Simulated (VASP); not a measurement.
# K2S (Fm-3m) in VASP: a series of runs

The runs below take K2S through electric field gradients, with PBE.

Program: VASP 6.6.1. These are calculated values, not measurements. Logs are shortened: lines on timing, memory, paths and dates and some standing lists are left out, and cuts for length are marked.

### Step 1. The cell of the first run

Symmetry: Fm-3m, No. 225, cubic system. The conventional cell has a = 7.391 Å, b = 7.391 Å, c = 7.391 Å, α = 90.00°, β = 90.00°, γ = 90.00°. Within 4.2 Å of K (site symmetry -43m) lie 4 S at 3.20 Å and 6 K at 3.70 Å. Within 4.2 Å of S (site symmetry m-3m) lie 8 K at 3.20 Å.

### Step 2. Electric field gradients, PBE

Input file INCAR:

```
PREC     = Accurate       # precision mode
ENCUT    = 400            # plane-wave cutoff, eV
EDIFF    = 1E-8           # SCF threshold, eV
ISMEAR   = -1             # smearing method
SIGMA    = 0.01           # smearing width, eV
LREAL    = False          # projectors in reciprocal space
LASPH    = True           # aspherical terms in the spheres
NELM     = 120            # most SCF steps
ALGO     = Normal         # electronic algorithm
ISIF     = 2              # what is computed and relaxed
LWAVE    = False          # write WAVECAR
LCHARG   = False          # write CHGCAR
GGA      = PE             # functional
LEFG     = True         
NBANDS   = 19             # bands
GGA_COMPAT= False
```

Input file KPOINTS:

```
regular mesh
0
Gamma
  7 7 7
```

Input file POSCAR:

```
K2S
1.0
    0.0000000000      3.6955000000      3.6955000000
    3.6955000000      0.0000000000      3.6955000000
    3.6955000000      3.6955000000      0.0000000000
K S
2 1
Direct
    0.2500000000      0.2500000000      0.2500000000
    0.7500000000      0.7500000000      0.7500000000
    0.0000000000      0.0000000000      0.0000000000
```

Potentials or basis: VASP PAW PBE potentials, release 64 (K_sv, S).

Command:

```
> cat potpaw_PBE.64/K_sv/POTCAR potpaw_PBE.64/S/POTCAR > POTCAR
> mpirun -np 1 vasp_std > vasp.out
```

OUTCAR:

```text
PREC = Accurate
   ENCUT = 400
   EDIFF = 1E-8
   ISMEAR = -1
   LREAL = False
   LASPH = True
   NELM = 120
   ISIF = 2
   GGA = PE

 ion  position               nearest neighbor table
   1  0.250  0.250  0.250-   3 3.20   3 3.20   3 3.20   3 3.20   2 3.70   2 3.70   2 3.70   2 3.70
                             2 3.70   2 3.70
   2  0.750  0.750  0.750-   3 3.20   3 3.20   3 3.20   3 3.20   1 3.70   1 3.70   1 3.70   1 3.70
                             1 3.70   1 3.70
   3  0.000  0.000  0.000-   1 3.20   2 3.20   2 3.20   2 3.20   2 3.20   1 3.20   1 3.20   1 3.20

  LATTYP: Found a face centered cubic cell.
 ALAT       =     7.3910000000

  Lattice vectors:

 A1 = (   0.0000000000,   3.6955000000,   3.6955000000)
 A2 = (   3.6955000000,   0.0000000000,   3.6955000000)
 A3 = (   3.6955000000,   3.6955000000,   0.0000000000)

Analysis of symmetry for initial positions (statically):
=====================================================================
 Subroutine PRICEL returns:
 Original cell was already a primitive cell.

 Routine SETGRP: Setting up the symmetry group for a
 face centered cubic supercell.

 Subroutine GETGRP returns: Found 48 space group operations
 (whereof 48 operations were pure point group operations)
 out of a pool of 48 trial point group operations.

The static configuration has the point symmetry O_h .

Analysis of symmetry for dynamics (positions and initial velocities):
=====================================================================
 Subroutine PRICEL returns:
 Original cell was already a primitive cell.

 Routine SETGRP: Setting up the symmetry group for a
 face centered cubic supercell.

 Subroutine GETGRP returns: Found 48 space group operations
 (whereof 48 operations were pure point group operations)
 out of a pool of 48 trial point group operations.

The dynamic configuration has the point symmetry O_h .

 Subroutine INISYM returns: Found 48 space group operations
 (whereof 48 operations are pure point group operations),
 and found     1 'primitive' translations

----------------------------------------------------------------------------------------

                                     Primitive cell

  volume of cell :     100.9368

  direct lattice vectors                    reciprocal lattice vectors
     0.000000000  3.695500000  3.695500000    -0.135299689  0.135299689  0.135299689
     3.695500000  0.000000000  3.695500000     0.135299689 -0.135299689  0.135299689
     3.695500000  3.695500000  0.000000000     0.135299689  0.135299689 -0.135299689

  length of vectors
     5.226226220  5.226226220  5.226226220     0.234345935  0.234345935  0.234345935

  position of ions in fractional coordinates (direct lattice)
     0.250000000  0.250000000  0.250000000
     0.750000000  0.750000000  0.750000000
     0.000000000  0.000000000  0.000000000

  ion indices of the primitive-cell ions
   primitive index   ion index
                 1           1
                 2           2
                 3           3

----------------------------------------------------------------------------------------

 KPOINTS: regular mesh

Automatic generation of k-mesh.
 Grid dimensions read from file:
 generate k-points for:    7    7    7

 Generating k-lattice:

  Cartesian coordinates                     Fractional coordinates (reciprocal lattice)
    -0.019328527  0.019328527  0.019328527     0.142857143  0.000000000  0.000000000
     0.019328527 -0.019328527  0.019328527     0.000000000  0.142857143  0.000000000
     0.019328527  0.019328527 -0.019328527     0.000000000  0.000000000  0.142857143

  Length of vectors
     0.033477991  0.033477991  0.033477991

  Shift w.r.t. Gamma in fractional coordinates (k-lattice)
     0.000000000  0.000000000  0.000000000

 Subroutine IBZKPT returns following result:
 ===========================================

 Found     20 irreducible k-points:

 Following reciprocal coordinates:
            Coordinates               Weight
  0.000000  0.000000  0.000000      1.000000
  0.142857  0.000000  0.000000      8.000000
  0.285714  0.000000  0.000000      8.000000
  0.428571  0.000000  0.000000      8.000000
  0.142857  0.142857  0.000000      6.000000
  0.285714  0.142857  0.000000     24.000000
[... 12 lines left out ...]
 -0.428571  0.428571  0.142857     24.000000
 -0.285714  0.428571  0.142857     24.000000
   k-points           NKPTS =     20   k-points in BZ     NKDIM =     20   number of bands    NBANDS=     19
   number of dos      NEDOS =    301   number of ions     NIONS =      3
   total plane-waves  NPLWV =  46656
   dimension x,y,z NGX =    36 NGY =   36 NGZ =   36
   dimension x,y,z NGXF=    72 NGYF=   72 NGZF=   72
   ions per type =               2   1
   NGX,Y,Z   is equivalent  to a cutoff of  11.45, 11.45, 11.45 a.u.
   NGXF,Y,Z  is equivalent  to a cutoff of  22.90, 22.90, 22.90 a.u.
 SYSTEM =  unknown system
   PREC   = accura    normal or accurate (medium, high low for compatibility)
   ISTART =      0    job   : 0-new  1-cont  2-samecut
   ICHARG =      2    charge: 1-file 2-atom 10-const
   ISPIN  =      1    spin polarized calculation?
   LNONCOLLINEAR =      F non collinear calculations
   LSORBIT =      F    spin-orbit coupling
   LASPH  =      T    aspherical Exc in radial PAW
   ENCUT  =  400.0 eV  29.40 Ry    5.42 a.u.   8.52  8.52  8.52*2*pi/ulx,y,z
   NELM   =    120;   NELMIN=  2; NELMDL= -5     # of ELM steps
   EDIFF  = 0.1E-07   stopping-criterion for ELM
   LREAL  =      F    real-space projection
   EDIFFG = 0.1E-06   stopping-criterion for IOM
   NSW    =      0    number of steps for IOM
   IBRION =     -1    ionic relax: 0-MD 1-quasi-New 2-CG
   NFREE  =      0    steps in history (QN), initial steepest desc. (CG)
   ISIF   =      2    stress and relaxation
   ISYM   =      2    0-nonsym 1-usesym 2-fastsym
   POTIM  = 0.5000    time-step for ionic-motion
   TEBEG  =    0.0;   TEEND  =   0.0 temperature during run
   PSTRESS=    0.0 pullay stress
   NELECT =      24.0000    total number of electrons
   NUPDOWN=      -1.0000    fix difference up-down
   EMIN   =  10.00;   EMAX   =-10.00  energy-range for DOS
   EFERMI =   0.00;   METHOD = LEGACY
   ISMEAR =    -1;   SIGMA  =   0.01  broadening in eV -4-tet -1-fermi 0-gaus
   EFERMI_NEDOS =   21; number of points for ismear=-14 and -15
   IALGO  =     38    algorithm
   IMIX   =      4    mixing-type and parameters
     AMIX     =   0.40;   BMIX     =  1.00
     AMIX_MAG =   1.60;   BMIX_MAG =  1.00
  volume/ion in A,a.u.               =      33.65       227.05
  Fermi-wavevector in a.u.,A,eV,Ry     =   1.014212  1.916583 13.995304  1.028626
  Thomas-Fermi vector in A             =   2.147426
   LORBIT       =      0    0 simple, 1 ext, 2 COOP (PROOUT), +10 PAW based schemes
   GGA     = PE    functional components
   LHFCALC =     F    Hartree Fock is set to
   AEXX    =    0.0000 exact exchange contribution
   IVDW    =     0    specifies the selected vdW correction
   LEPSILON=     F    determine dielectric tensor
   LRPA    =     F    only Hartree local field effects (RPA)
 non-spin polarized calculation
  energy-cutoff  :      400.00
  volume of cell :      100.94
 maximum number of plane-waves:      1862
 NGX is ok and might be reduce to    36
   NGX = 17   NGY = 17   NGZ = 17

 number of electron      23.9999995 magnetization

 Free energy of the ion-electron system (eV)
  ---------------------------------------------------
  ext. energy  EPLUGINS =         0.00000000
  ---------------------------------------------------
  free energy    TOTEN  =        -9.41453187 eV

  energy without entropy =       -9.41453187  energy(sigma->0) =       -9.41453187

 E-fermi :  -0.0716     XC(G=0):  -7.3580

 val. band max:       -0.3329239159   @ k =  -0.4286   0.4286   0.0000
 cond. band min:       2.0660449789   @ k =   0.0000   0.0000   0.0000
 fundamental gap:      2.3989688948
 Fermi energy:        -0.0715509987

 k-point     1 :       0.0000    0.0000    0.0000
  band No.  band energies     occupation
      1     -29.5375      2.00000
      2     -29.4534      2.00000
      3     -13.1328      2.00000
      4     -13.1328      2.00000
      5     -13.1328      2.00000
      6     -12.8917      2.00000
[... 11 lines left out ...]
     18       7.1641      0.00000
     19       8.1046      0.00000
[... 401 lines left out ...]
      3     -13.3069      2.00000
      4     -13.2087      2.00000
      5     -13.0701      2.00000
      6     -12.9883      2.00000
[... 11 lines left out ...]
     18       7.1070      0.00000
     19       7.5939      0.00000

------------------------ aborting loop because EDIFF is reached ----------------------------------------

  FORCE on cell =-STRESS in cart. coord.  units (eV):
  Direction    XX          YY          ZZ          XY          YZ          ZX
  --------------------------------------------------------------------------------------
  -------------------------------------------------------------------------------------
  Total        0.3872097      0.3872097      0.3872097     -0.0000000      0.0000000     -0.0000000
  in kB        6.1462072      6.1462072      6.1462072     -0.0000000      0.0000000     -0.0000000
  external PRESSURE =       6.1462072 kB  Pullay stress =       0.0000000 kB

 VOLUME and BASIS-vectors are now :
 -----------------------------------------------------------------------------
  energy-cutoff  :      400.00
  volume of cell :      100.94
      direct lattice vectors                 reciprocal lattice vectors
     0.000000000  3.695500000  3.695500000    -0.135299689  0.135299689  0.135299689
     3.695500000  0.000000000  3.695500000     0.135299689 -0.135299689  0.135299689
     3.695500000  3.695500000  0.000000000     0.135299689  0.135299689 -0.135299689

 POSITION                                       TOTAL-FORCE (eV/Angst)
 -----------------------------------------------------------------------------------
      1.84775      1.84775      1.84775        -0.000000     -0.000000     -0.000000
      5.54325      5.54325      5.54325         0.000000      0.000000      0.000000
      0.00000      0.00000      0.00000         0.000000     -0.000000      0.000000
 -----------------------------------------------------------------------------------
    total drift:                                0.000000      0.000000      0.000000

  FREE ENERGIE OF THE ION-ELECTRON SYSTEM (eV)
  ---------------------------------------------------
  free  energy   TOTEN  =        -9.4145318695 eV

  energy  without entropy=       -9.4145318695  energy(sigma->0) =       -9.41453187

 Electric field gradients (V/A^2)
---------------------------------------------------------------------
 ion       V_xx      V_yy      V_zz      V_xy      V_xz      V_yz
---------------------------------------------------------------------
   1      -0.000     0.000    -0.000    -0.000    -0.000    -0.000
   2      -0.000     0.000    -0.000    -0.000    -0.000    -0.000
   3      -0.000     0.000     0.000     0.001     0.001     0.001
---------------------------------------------------------------------

 Electric field gradients after diagonalization (V/A^2)
 (convention: |V_zz| > |V_xx| > |V_yy|)
----------------------------------------------------------------------
 ion       V_xx      V_yy      V_zz     asymmetry (V_yy - V_xx)/ V_zz
----------------------------------------------------------------------
   1       0.000     0.000    -0.000       0.000
   2       0.000     0.000    -0.000       0.000
   3      -0.001    -0.001     0.001       0.000
----------------------------------------------------------------------

           NMR quadrupolar parameters

 Cq : quadrupolar parameter    Cq=e*Q*V_zz/h
 eta: asymmetry parameters     (V_yy - V_xx)/ V_zz
 Q  : nuclear electric quadrupole moment in mb (millibarn)
----------------------------------------------------------------------
 ion       Cq(MHz)       eta       Q (mb)
----------------------------------------------------------------------
   1      -0.000       0.000       1.000
   2      -0.000       0.000       1.000
   3       0.000       0.000       1.000
----------------------------------------------------------------------
```

Run time: 45 s. Hardware: 1 thread of Intel Xeon 8259CL, shared host; peak memory 0.2 GiB.

Results:

- Free energy: -9.4145 eV
- Pressure: 0.6 GPa
- Band gap on the k mesh: 2.40 eV (least direct gap 2.59 eV)
- Largest electric field gradient by atom: zero within the noise of the run

Levels at points of the mesh, in eV from the valence-band top:
```
           k point  band 10  band 11  band 12  band 13  band 14  band 15
(0.00, 0.00, 0.00)    -0.20    -0.20    -0.20     2.40     5.47     5.47
```

Caveat: an odd mesh through Γ misses points on the zone boundary, where band edges can lie.

### Step 3. Electric field gradients, PBE

Input file INCAR:

```
ALGO     = Normal         # electronic algorithm
EDIFF    = 1E-8           # SCF threshold, eV
ENCUT    = 400            # plane-wave cutoff, eV
GGA      = PE             # functional
GGA_COMPAT= False        
ISIF     = 2              # what is computed and relaxed
ISMEAR   = -1             # smearing method
LASPH    = True           # aspherical terms in the spheres
LCHARG   = False          # write CHGCAR
LEFG     = True         
LREAL    = False          # projectors in reciprocal space
LWAVE    = False          # write WAVECAR
NBANDS   = 19             # bands
NELM     = 120            # most SCF steps
PREC     = Accurate       # precision mode
SIGMA    = 0.01           # smearing width, eV
```

Input file KPOINTS:

```
k-points
0
Gamma
  9 9 9
```

POSCAR is that of step 2.

Potentials or basis: VASP PAW PBE potentials, release 64 (K_sv, S).

Command:

```
> cat potpaw_PBE.64/K_sv/POTCAR potpaw_PBE.64/S/POTCAR > POTCAR
> mpirun -np 1 vasp_std > vasp.out
```

OUTCAR:

```text
EDIFF = 1E-8
   ENCUT = 400
   GGA = PE
   ISIF = 2
   ISMEAR = -1
   LASPH = True
   LREAL = False
   NELM = 120
   PREC = Accurate

 ion  position               nearest neighbor table
   1  0.250  0.250  0.250-   3 3.20   3 3.20   3 3.20   3 3.20   2 3.70   2 3.70   2 3.70   2 3.70
                             2 3.70   2 3.70
   2  0.750  0.750  0.750-   3 3.20   3 3.20   3 3.20   3 3.20   1 3.70   1 3.70   1 3.70   1 3.70
                             1 3.70   1 3.70
   3  0.000  0.000  0.000-   1 3.20   2 3.20   2 3.20   2 3.20   2 3.20   1 3.20   1 3.20   1 3.20

  LATTYP: Found a face centered cubic cell.
 ALAT       =     7.3910000000

  Lattice vectors:

 A1 = (   0.0000000000,   3.6955000000,   3.6955000000)
 A2 = (   3.6955000000,   0.0000000000,   3.6955000000)
 A3 = (   3.6955000000,   3.6955000000,   0.0000000000)

Analysis of symmetry for initial positions (statically):
=====================================================================
 Subroutine PRICEL returns:
 Original cell was already a primitive cell.

 Routine SETGRP: Setting up the symmetry group for a
 face centered cubic supercell.

 Subroutine GETGRP returns: Found 48 space group operations
 (whereof 48 operations were pure point group operations)
 out of a pool of 48 trial point group operations.

The static configuration has the point symmetry O_h .

Analysis of symmetry for dynamics (positions and initial velocities):
=====================================================================
 Subroutine PRICEL returns:
 Original cell was already a primitive cell.

 Routine SETGRP: Setting up the symmetry group for a
 face centered cubic supercell.

[... 687 lines left out ...]
     19       7.5990      0.00000

 [... further k-points ...]

------------------------ aborting loop because EDIFF is reached ----------------------------------------

  FORCE on cell =-STRESS in cart. coord.  units (eV):
  Direction    XX          YY          ZZ          XY          YZ          ZX
  --------------------------------------------------------------------------------------
  -------------------------------------------------------------------------------------
  Total        0.3871269      0.3871269      0.3871269      0.0000000     -0.0000000      0.0000000
  in kB        6.1448936      6.1448936      6.1448936      0.0000000     -0.0000000      0.0000000
  external PRESSURE =       6.1448936 kB  Pullay stress =       0.0000000 kB

 VOLUME and BASIS-vectors are now :
 -----------------------------------------------------------------------------
  energy-cutoff  :      400.00
  volume of cell :      100.94
      direct lattice vectors                 reciprocal lattice vectors
     0.000000000  3.695500000  3.695500000    -0.135299689  0.135299689  0.135299689
     3.695500000  0.000000000  3.695500000     0.135299689 -0.135299689  0.135299689
     3.695500000  3.695500000  0.000000000     0.135299689  0.135299689 -0.135299689

 POSITION                                       TOTAL-FORCE (eV/Angst)
 -----------------------------------------------------------------------------------
      1.84775      1.84775      1.84775        -0.000000     -0.000000      0.000000
      5.54325      5.54325      5.54325         0.000000      0.000000     -0.000000
      0.00000      0.00000      0.00000        -0.000000      0.000000     -0.000000
 -----------------------------------------------------------------------------------
    total drift:                                0.000000      0.000000      0.000000

  FREE ENERGIE OF THE ION-ELECTRON SYSTEM (eV)
  ---------------------------------------------------
  free  energy   TOTEN  =        -9.4145297088 eV

  energy  without entropy=       -9.4145297088  energy(sigma->0) =       -9.41452971

 Electric field gradients (V/A^2)
---------------------------------------------------------------------
 ion       V_xx      V_yy      V_zz      V_xy      V_xz      V_yz
---------------------------------------------------------------------
   1      -0.000     0.000    -0.000    -0.000    -0.000    -0.000
   2      -0.000     0.000    -0.000    -0.000    -0.000    -0.000
   3      -0.000    -0.000    -0.000     0.001     0.001     0.001
---------------------------------------------------------------------

 Electric field gradients after diagonalization (V/A^2)
 (convention: |V_zz| > |V_xx| > |V_yy|)
----------------------------------------------------------------------
 ion       V_xx      V_yy      V_zz     asymmetry (V_yy - V_xx)/ V_zz
----------------------------------------------------------------------
   1       0.000     0.000    -0.000       0.000
   2       0.000     0.000    -0.000       0.000
   3      -0.001    -0.001     0.001       0.000
----------------------------------------------------------------------

           NMR quadrupolar parameters

 Cq : quadrupolar parameter    Cq=e*Q*V_zz/h
 eta: asymmetry parameters     (V_yy - V_xx)/ V_zz
 Q  : nuclear electric quadrupole moment in mb (millibarn)
----------------------------------------------------------------------
 ion       Cq(MHz)       eta       Q (mb)
----------------------------------------------------------------------
   1      -0.000       0.000       1.000
   2      -0.000       0.000       1.000
   3       0.000       0.000       1.000
----------------------------------------------------------------------
```

Run time: 71 s. Hardware: 1 thread of Intel Xeon 8259CL, shared host; peak memory 0.21 GiB.

What came out:

```
Free energy                             : -9.4145 eV
Pressure                                : 0.6 GPa
Band gap on the k mesh                  : 2.40 eV (least direct gap 2.59 eV)
Largest electric field gradient by atom : zero within the noise of the run
```

Caveat: an odd mesh through Γ misses points on the zone boundary, where band edges can lie. PBE gaps usually lie below the measured ones, often by a third to a half.
